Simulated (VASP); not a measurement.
Wanted: the native input for a VASP 6.6.1 run.

- Task: relaxation of shape and atoms at fixed volume
- Functional: PBE
- Potentials or basis: VASP PAW PBE potentials, release 64 (Li_sv, Al, O)
- Cutoff: 600 eV
- k mesh: 12 × 12 × 4
- Occupations: gaussian, width 0.1 eV
- Spin: no spin polarisation
- Dipole correction: no
- Further INCAR settings: ALGO = Normal; EDIFF = 1e-06; IBRION = 2; EDIFFG = -0.01; NSW = 50; ISIF = 4

The structure of Li2AlO2 lies in POSCAR:

```
Li2AlO2
1.0
    2.7626394091      0.0000000000      0.0000000000
   -1.3813197045      2.3925159098      0.0000000000
    0.0000000000      0.0000000000      7.1526013715
Li Al O
2 1 2
Direct
    0.6666666667      0.3333333333      0.3262225517
    0.3333333333      0.6666666667      0.6737774483
    0.0000000000      0.0000000000      0.0000000000
    0.3333333333      0.6666666667      0.1421586921
    0.6666666667      0.3333333333      0.8578413079
```

The input as run:

INCAR

```
ALGO = Normal
EDIFF = 1E-6
EDIFFG = -0.01
ENCUT = 600
GGA = PE
IBRION = 2
ISIF = 4
ISMEAR = 0
LASPH = True
LCHARG = False
LREAL = False
LWAVE = False
NELM = 60
NSW = 50
PREC = Accurate
SIGMA = 0.1
```

KPOINTS

```
k-points
0
Gamma
  12 12 4
```

Potentials or basis: VASP PAW PBE potentials, release 64 (Li_sv, Al, O).

Command:

```bash
$ cat potpaw_PBE.64/Li_sv/POTCAR potpaw_PBE.64/Al/POTCAR potpaw_PBE.64/O/POTCAR > POTCAR
$ mpirun -np 1 vasp_std > vasp.out
```

Results of the run:

| Quantity | Value |
| --- | --- |
| Energy gained by relaxing | 1.4 meV/atom |
| Ionic steps | 7 |
| Pressure after relaxing | 8.1 GPa |
| Largest force after relaxing | 0.009 eV/Å |
| Band gap on the k mesh | zero (an odd number of electrons rules out a gap without spin polarisation) |

Caveat: the cutoff is under 1.25 times the usual one of these potentials, so pressure, stress and relaxed cells hold a basis-set (Pulay) error; an odd number of electrons without spin polarisation forces a metal; a magnetic or distorted state may lie lower.

It took 3.8 min on 1 thread of Intel Xeon 8259CL, on a shared host, peak memory 0.22 GiB.
